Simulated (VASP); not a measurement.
# Re: single point with PBE

Re:

```
CELL_PARAMETERS angstrom
2.76080 0.00000 0.00000
-1.38040 2.39092 0.00000
0.00000 0.00000 4.45820
ATOMIC_POSITIONS crystal
Re 0.66667 0.33333 0.75000
Re 0.33333 0.66667 0.25000
```

```
Program             : VASP 6.6.1
Task                : single point
Functional          : PBE
Potentials or basis : VASP PAW PBE potentials, release 64 (Re)
Cutoff              : 520 eV
k mesh              : 19 × 19 × 11
Occupations         : fermi-dirac, width 0.05 eV
Spin                : no spin polarisation
```

| Property | Result |
| --- | --- |
| Pressure | 5.6 GPa |
| Band gap on the k mesh | zero (bands 7 and 8 overlap by 3.20 eV) |

Levels at points of the mesh, in eV from the Fermi level:
```tsv
k point	band 3	band 4	band 5	band 6	band 7	band 8	band 9	band 10	band 11	band 12
(0.00, 0.00, 0.00)	-1.58	-1.58	-1.58	-0.74	-0.74	0.18	0.18	0.61	3.36	3.36
```

It took 2.2 min on 1 thread of Intel Xeon 8259CL, with other jobs on the host, peak memory 0.23 GiB.

Caveat: the cell stands under pressure; spin-orbit coupling is left out, which moves the levels of the heavy elements.
